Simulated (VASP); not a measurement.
Ir:

```
Ir
1.0
     0.00000    1.88873    1.98317
     1.88873    0.00000    1.98317
     1.88873    1.88873    0.00000
Ir
1
Direct
  0.00000 0.00000 0.00000
```

This cell differs from its parent crystal: ratio of the length along z to the lengths across it x 1.05, volume and fractional coordinates fixed.

Base run:

```yaml
Program: VASP 6.6.1
Functional: LDA
Potentials_or_basis: VASP PAW LDA potentials, release 64 (Ir)
Cutoff: 520 eV
k_mesh: 8 × 8 × 8
Occupations: gaussian, width 0.15 eV
Spin: no spin polarisation
```

Its results: pressure -4.2 GPa.

The run is repeated on the same cell with these changes: potentials or basis from VASP PAW LDA potentials, release 64 (Ir) to VASP PAW LDA potentials, release 64 (Ir_sv_GW); cutoff from 520 eV to 500 eV; further incar settings from ALGO = Fast; EDIFF = 1e-06; NBANDS = 10 to ALGO = Normal; EDIFF = 1e-06; NBANDS = 14; valence electrons from 9 to 17. What comes out?

Pressure -8.2 GPa.
